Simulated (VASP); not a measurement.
# MgTe (P6_3mc) in VASP: further runs, part 2 of 2

VASP 6.6.1. Earlier steps stand in the parts before.

## 5. Single point, PBE

This run uses another cell than the first one, of 34.24 Å³/atom.

Contents of INCAR:

```
PREC = Accurate ; ENCUT = 600
EDIFF = 1E-6 ; ISMEAR = -1
SIGMA = 0.01 ; LREAL = F
LASPH = T ; NELM = 120
ALGO = Normal ; ISIF = 2
LWAVE = F ; LCHARG = T
GGA = PE ; LELF = T
LVHAR = T ; NBANDS = 16
GGA_COMPAT = F
```

Contents of KPOINTS:

```
Automatic mesh
0
Gamma
  4 4 2
```

Contents of POSCAR:

```
MgTe
1.0
    4.6180376543      0.0000000000      0.0000000000
   -2.3090188272      3.9993381030      0.0000000000
    0.0000000000      0.0000000000      7.4148977011
Mg Te
2 2
Direct
    0.3333333333      0.6666666667      0.0041692792
    0.6666666667      0.3333333333      0.5041692792
    0.3333333333      0.6666666667      0.3808304564
    0.6666666667      0.3333333333      0.8808304564
```

Potentials or basis: VASP PAW PBE potentials, release 64 (Mg, Te).

Run with:

```
$ cat potpaw_PBE.64/Mg/POTCAR potpaw_PBE.64/Te/POTCAR > POTCAR
$ mpirun -np 1 vasp_std > vasp.out
```

OUTCAR:

```text
PREC = Accurate
   ENCUT = 600
   EDIFF = 1E-6
   ISMEAR = -1
   LREAL = F
   LASPH = T
   NELM = 120
   ISIF = 2
   GGA = PE

 ion  position               nearest neighbor table
   1  0.333  0.667  0.004-   3 2.79   4 2.82   4 2.82   4 2.82
   2  0.667  0.333  0.504-   4 2.79   3 2.82   3 2.82   3 2.82
   3  0.333  0.667  0.381-   1 2.79   2 2.82   2 2.82   2 2.82
   4  0.667  0.333  0.881-   2 2.79   1 2.82   1 2.82   1 2.82

  LATTYP: Found a hexagonal cell.
 ALAT       =     4.6180376543
 C/A-ratio  =     1.6056382074

  Lattice vectors:

 A1 = (   4.6180376543,   0.0000000000,   0.0000000000)
 A2 = (  -2.3090188272,   3.9993381030,   0.0000000000)
 A3 = (   0.0000000000,   0.0000000000,   7.4148977011)

Analysis of symmetry for initial positions (statically):
=====================================================================
 Subroutine PRICEL returns:
 Original cell was already a primitive cell.

 Routine SETGRP: Setting up the symmetry group for a
 hexagonal supercell.

 Subroutine GETGRP returns: Found 12 space group operations
[... 153 lines left out ...]

 E-fermi :   2.0688     XC(G=0):  -7.7779

 val. band max:        1.8331586948   @ k =   0.0000   0.0000   0.0000
 cond. band min:       4.2027124360   @ k =   0.0000   0.0000   0.0000
 fundamental gap:      2.3695537412
 Fermi energy:         2.0688412081

 k-point     1 :       0.0000    0.0000    0.0000
  band No.  band energies     occupation
      1      -8.3546      2.00000
      2      -7.7517      2.00000
      3      -1.3800      2.00000
      4       1.2883      2.00000
      5       1.2883      2.00000
      6       1.7862      2.00000
[... 129 lines left out ...]
      3      -1.0738      2.00000
      4      -1.0738      2.00000
      5       0.2665      2.00000
      6       0.2665      2.00000
[... 8 lines left out ...]
     15       8.3827      0.00000
     16       8.3827      0.00000

------------------------ aborting loop because EDIFF is reached ----------------------------------------

  FORCE on cell =-STRESS in cart. coord.  units (eV):
  Direction    XX          YY          ZZ          XY          YZ          ZX
  --------------------------------------------------------------------------------------
  -------------------------------------------------------------------------------------
  Total        0.0583004      0.0583004      0.6203054     -0.0000000      0.0000000      0.0000000
  in kB        0.6820734      0.6820734      7.2571384     -0.0000000      0.0000000      0.0000000
  external PRESSURE =       2.8737617 kB  Pullay stress =       0.0000000 kB

 VOLUME and BASIS-vectors are now :
 -----------------------------------------------------------------------------
  energy-cutoff  :      600.00
  volume of cell :      136.95
      direct lattice vectors                 reciprocal lattice vectors
     4.618037654  0.000000000  0.000000000     0.216542193  0.125020688  0.000000000
    -2.309018827  3.999338103  0.000000000     0.000000000  0.250041375  0.000000000
     0.000000000  0.000000000  7.414897701     0.000000000  0.000000000  0.134863627

 POSITION                                       TOTAL-FORCE (eV/Angst)
 -----------------------------------------------------------------------------------
     -0.00000      2.66623      0.03091         0.000000      0.000000     -0.071757
      2.30902      1.33311      3.73836         0.000000     -0.000000     -0.071757
     -0.00000      2.66623      2.82382        -0.000000     -0.000000      0.071757
      2.30902      1.33311      6.53127         0.000000      0.000000      0.071757
 -----------------------------------------------------------------------------------
    total drift:                               -0.000000      0.000000     -0.000690

  FREE ENERGIE OF THE ION-ELECTRON SYSTEM (eV)
  ---------------------------------------------------
  free  energy   TOTEN  =       -12.7810471934 eV

  energy  without entropy=      -12.7810471934  energy(sigma->0) =      -12.78104719
```

stdout:

```text
POSCAR found type information on POSCAR MgTe
 POSCAR found :  2 types and       4 ions
 scaLAPACK will be used
 LDA part: xc-table for (Slater+PW92), standard interpolation
 POSCAR, INCAR and KPOINTS ok, starting setup
 FFT: planning ... GRIDC
 FFT: planning ... GRID_SOFT
 FFT: planning ... GRID
 WAVECAR not read
 entering main loop
```

Run time: 34 s. Hardware: 1 thread of Intel Xeon 8259CL, shared host; peak memory 0.29 GiB.

What came out:

```
Free energy            : -12.7810 eV
Pressure               : 0.3 GPa
Largest force          : 0.072 eV/Å
Band gap on the k mesh : 2.37 eV
```

Forces on the atoms (eV/Å):
```
Mg   0.000  0.000 -0.072
Mg   0.000  0.000 -0.072
Te   0.000  0.000  0.072
Te   0.000  0.000  0.072
```

Stress tensor (GPa, compression positive):
```
0.07 0.00 0.00
0.00 0.07 0.00
0.00 0.00 0.73
```

Caveat: the k points lie up to 0.42 Å⁻¹ apart; spin-orbit coupling is left out, which moves the levels of the heavy elements. As with any semilocal functional, this PBE gap is likely too small.

## 6. Single point, PBE

This run uses another cell than the first one, of 34.45 Å³/atom.

Contents of INCAR:

```
SYSTEM = MgTe
PREC = Accurate ; ENCUT = 600
EDIFF = 1E-6 ; ISMEAR = -1
SIGMA = 0.01 ; LREAL = .FALSE.
LASPH = .TRUE. ; NELM = 120
ALGO = Normal ; ISIF = 2
LWAVE = .FALSE. ; LCHARG = .FALSE.
GGA = PE ; NBANDS = 16
GGA_COMPAT = .FALSE.
```

Contents of KPOINTS:

```
regular mesh
0
G
  4 4 2
  0 0 0
```

Contents of POSCAR:

```
MgTe
1.0
    4.6264132744      0.0000000000      0.0000000000
   -2.3132066372      4.0065916031      0.0000000000
    0.0000000000      0.0000000000      7.4332393113
Mg Te
2 2
Direct
    0.3333333333      0.6666666667      0.0040785909
    0.6666666667      0.3333333333      0.5040785909
    0.3333333333      0.6666666667      0.3809208539
    0.6666666667      0.3333333333      0.8809208539
```

Potentials or basis: VASP PAW PBE potentials, release 64 (Mg, Te).

Run with:

```
$ cat potpaw_PBE.64/Mg/POTCAR potpaw_PBE.64/Te/POTCAR > POTCAR
$ mpirun -np 1 vasp_std > vasp.out
```

It took 30 s on 1 thread of Intel Xeon 8259CL, shared host; peak memory 0.3 GiB.

Results (log left out):

| Property | Result |
| --- | --- |
| Free energy | -12.7824 eV |
| Pressure | 0.1 GPa |
| Largest force | 0.060 eV/Å |
| Band gap on the k mesh | 2.34 eV |

Forces on the atoms (eV/Å):
```
Mg   0.000  0.000 -0.060
Mg   0.000  0.000 -0.060
Te   0.000  0.000  0.060
Te   0.000  0.000  0.060
```

Stress tensor (GPa, compression positive):
```
-0.12  0.00  0.00
 0.00 -0.12  0.00
 0.00  0.00  0.46
```

Levels at points of the mesh, in eV from the valence-band top:
```
           k point  band 4  band 5  band 6  band 7  band 8  band 9  band 10  band 11  band 12  band 13
(0.00, 0.00, 0.00)   -0.54   -0.54   -0.05   -0.05    0.00    2.34     2.83     5.18     5.18     5.68
(0.50, 0.00, 0.00)   -2.56   -1.94   -1.24   -1.00   -0.46    3.11     3.81     4.27     5.42     6.63
(0.00, 0.00, 0.50)   -1.97   -0.31   -0.31   -0.31   -0.31    3.32     3.32     5.43     5.43     5.43
(0.50, 0.00, 0.50)   -3.11   -0.90   -0.90   -0.87   -0.87    3.19     3.19     4.25     4.25     6.96
```

Caveat: the k points lie up to 0.42 Å⁻¹ apart; spin-orbit coupling is left out, which moves the levels of the heavy elements.

## 7. Summary

| cell | gap on the mesh (eV) | pressure (GPa) | largest force (eV/Å) |
| --- | --- | --- | --- |
| a = 4.520, b = 4.520, c = 7.330 Å, angles 90.0, 90.0, 120.0°, 4 atoms, atomic positions A | 2.55 | 2.5 | 0.24 |
| a = 4.530, b = 4.530, c = 7.338 Å, angles 90.0, 90.0, 120.0°, 4 atoms, atomic positions A | 2.53 | 2.2 | 0.20 |
| a = 4.610, b = 4.610, c = 7.404 Å, angles 90.0, 90.0, 120.0°, 4 atoms, atomic positions B | 2.39 | 0.5 | 0.06 |
| a = 4.618, b = 4.618, c = 7.415 Å, angles 90.0, 90.0, 120.0°, 4 atoms, atomic positions B | 2.37 | 0.3 | 0.07 |
| a = 4.626, b = 4.626, c = 7.433 Å, angles 90.0, 90.0, 120.0°, 4 atoms, atomic positions B | 2.34 | 0.1 | 0.06 |

Alike in all rows: task single point; level PBE; potentials or basis VASP PAW PBE potentials, release 64 (Mg, Te); no spin polarisation; k mesh 4 × 4 × 2; cutoff (eV) 600; smearing fermi-dirac 0.01 eV.

Caveats: all runs use coarse meshes; spin-orbit coupling is left out, which moves the levels of the heavy elements.

Total energies depend on the potentials used, so only differences within one code and one set of settings carry meaning.
